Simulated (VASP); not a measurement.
Here is a VASP 6.6.1 calculation.

File INCAR:

```
  ALGO = Normal
  EDIFF = 1E-6
  ENCUT = 520
  GGA = PE
  ISIF = 2
  ISMEAR = 0
  ISPIN = 2
  LASPH = T
  LCHARG = F
  LMAXMIX = 6
  LORBIT = 11
  LREAL = F
  LWAVE = F
  MAGMOM = 7.78
  NBANDS = 18
  NELM = 150
  PREC = Accurate
  SIGMA = 0.05
```

Contents of KPOINTS:

```
k-points
0
Gamma
  14 14 14
```

The input POSCAR:

```
Eu
1.0
   -2.2176208586      2.2176208586      2.2176208586
    2.2176208586     -2.2176208586      2.2176208586
    2.2176208586      2.2176208586     -2.2176208586
Eu
1
Direct
    0.0000000000      0.0000000000      0.0000000000
```

Potentials or basis: VASP PAW PBE potentials, release 64 (Eu).

Command:

```sh
$ cat potpaw_PBE.64/Eu/POTCAR > POTCAR
$ mpirun -np 1 vasp_std > vasp.out
```

**Question.** Predict the pressure.

**Answer.** -0.7 GPa.

**Question.** What does it give for the net moment?

**Answer.** 7.24 μB per cell.

**Question.** Estimate the site moments.

**Answer.** Eu +6.67 μB.

 The state reached can hang on the start; a lower one may exist.
